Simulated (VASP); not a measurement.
Wanted: the native input for a VASP 6.6.1 run.

| Item | Value |
| --- | --- |
| Task | single point |
| Functional | PBE |
| Dispersion | D3(BJ) |
| Potentials or basis | VASP PAW PBE potentials, release 64 (Ti_sv, Se) |
| Cutoff | 500 eV |
| k mesh | 15 × 15 × 8 |
| Occupations | gaussian, width 0.1 eV |
| Spin | no spin polarisation |
| Dipole correction | no |
| Further INCAR settings | ALGO = Normal; EDIFF = 1e-06; NBANDS = 19 |

The structure of TiSe2 lies in POSCAR:

```
TiSe2
1.0
    3.4809558474      0.0000000028      0.0000000000
   -1.7404779262      3.0145961919      0.0000000000
    0.0000000000      0.0000000000      5.8719286422
Ti Se
1 2
Direct
    0.0000000000      0.0000000000      0.0000000000
    0.3333333333      0.6666666667      0.2646386964
    0.6666666667      0.3333333333      0.7353613036
```

The input as run:

INCAR

```
SYSTEM = TiSe2
  ALGO = Normal
  EDIFF = 1E-6
  ENCUT = 500
  GGA = PE
  GGA_COMPAT = .False.
  ISIF = 2
  ISMEAR = 0
  IVDW = 12
  LASPH = .True.
  LCHARG = .False.
  LREAL = .False.
  LWAVE = .False.
  NBANDS = 19
  NELM = 120
  PREC = Accurate
  SIGMA = 0.1
```

KPOINTS

```
k-points
0
Gamma
  15 15 8
  0 0 0
```

Potentials or basis: VASP PAW PBE potentials, release 64 (Ti_sv, Se).

Launch:

```console
$ cat potpaw_PBE.64/Ti_sv/POTCAR potpaw_PBE.64/Se/POTCAR > POTCAR
$ mpirun -np 1 vasp_std > vasp.out
```

It gave:

```json
{"Pressure": "0.1 GPa", "Largest force": "0.019 eV/Å", "Band gap on the k mesh": "zero (band 12 reaches 5.89 eV, above the bottom of band 13 at 5.14 eV)", "Dispersion energy per atom": "-0.450 eV"}
```

Caveat: pairwise dispersion overbinds metals, which lowers pressure and volume.

It took 95 s on 1 thread of Intel(R) Xeon(R) 6975P-C (Granite Rapids) (shared host), peak memory 0.35 GiB.
